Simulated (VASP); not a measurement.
Here is a VASP 6.6.1 calculation.

INCAR

```
SYSTEM = CoO
  PREC = Accurate
  ENCUT = 520
  EDIFF = 1E-6
  ISMEAR = 0
  SIGMA = 0.02
  LREAL = .False.
  LASPH = .True.
  NELM = 150
  ALGO = Normal
  ISIF = 2
  LWAVE = .False.
  LCHARG = .False.
  ISPIN = 2
  MAGMOM = -2.67 2.67 0 0
  LORBIT = 11
  LMAXMIX = 4
  LDAU = .True.
  LDAUTYPE = 2
  LDAUL = 2 -1
  LDAUU = 3.32 0
  LDAUJ = 0 0
  LDAUPRINT = 1
  GGA = PE
  NBANDS = 27
```

The input KPOINTS:

```
Automatic mesh
0
Gamma
  12 12 6
  0 0 0
```

POSCAR

```
CoO
1.0
    3.2511128371      0.0000000000      0.0000000000
   -1.6255564186      2.8155463075      0.0000000000
    0.0000000000      0.0000000000      5.2453078121
Co O
2 2
Direct
    0.0000000000      0.0000000000      0.0006902352
    0.3333333333      0.6666666667      0.5006902233
    0.0000000000      0.0000000000      0.3743102711
    0.3333333333      0.6666666667      0.8743102704
```

Potentials or basis: VASP PAW PBE potentials, release 64 (Co, O).

Command:

```sh
$ cat potpaw_PBE.64/Co/POTCAR potpaw_PBE.64/O/POTCAR > POTCAR
$ mpirun -np 1 vasp_std > vasp.out
```

What does it give for the largest force?

0.008 eV/Å.

Estimate the band gap on the k mesh.

1.21 eV (least direct gap 1.30 eV).

Predict the pressure.

2.3 GPa.

Forces in eV/Å, atoms in the order of the input:
```
Co   0.000  0.000 -0.008
Co   0.000  0.000 -0.008
O    0.000  0.000  0.008
O    0.000  0.000  0.008
```

A k mesh can miss the band edges. The state reached can hang on the start; a lower one may exist.
